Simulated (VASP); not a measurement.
A run of VASP 6.6.1:

Contents of INCAR:

```
SYSTEM = HgOs
ALGO = Normal
EDIFF = 1E-6
ENCUT = 500
GGA = PE
GGA_COMPAT = .False.
ISIF = 2
ISMEAR = 0
LASPH = .True.
LCHARG = .False.
LREAL = .False.
LWAVE = .False.
NBANDS = 25
NELM = 120
PREC = Accurate
SIGMA = 0.1
```

File KPOINTS:

```
k-points
0
Gamma
  18 18 18
  0 0 0
```

Contents of POSCAR:

```
HgOs
1.0
    0.0000000000      2.7092938435      2.7092938435
    2.7092938435      0.0000000000      2.7092938435
    2.7092938435      2.7092938435      0.0000000000
Hg Os
1 1
Direct
    0.0000000000      0.0000000000      0.0000000000
    0.5000000000      0.5000000000      0.5000000000
```

Potentials or basis: VASP PAW PBE potentials, release 64 (Hg_sv_GW, Os_sv_GW).

Command:

```console
$ cat potpaw_PBE.64/Hg_sv_GW/POTCAR potpaw_PBE.64/Os_sv_GW/POTCAR > POTCAR
$ mpirun -np 1 vasp_std > vasp.out
```

Hardware: 1 thread of Intel(R) Xeon(R) Platinum 8175M CPU @ 2.50GHz (Skylake/Cascade Lake) (shared host).

Problem. Estimate the wall time of this run.

Solution. It took 5.1 min on 1 thread of Intel(R) Xeon(R) Platinum 8175M CPU @ 2.50GHz (Skylake/Cascade Lake) (shared host), peak memory 0.34 GiB. Counts: scf iterations 13, k points 195.
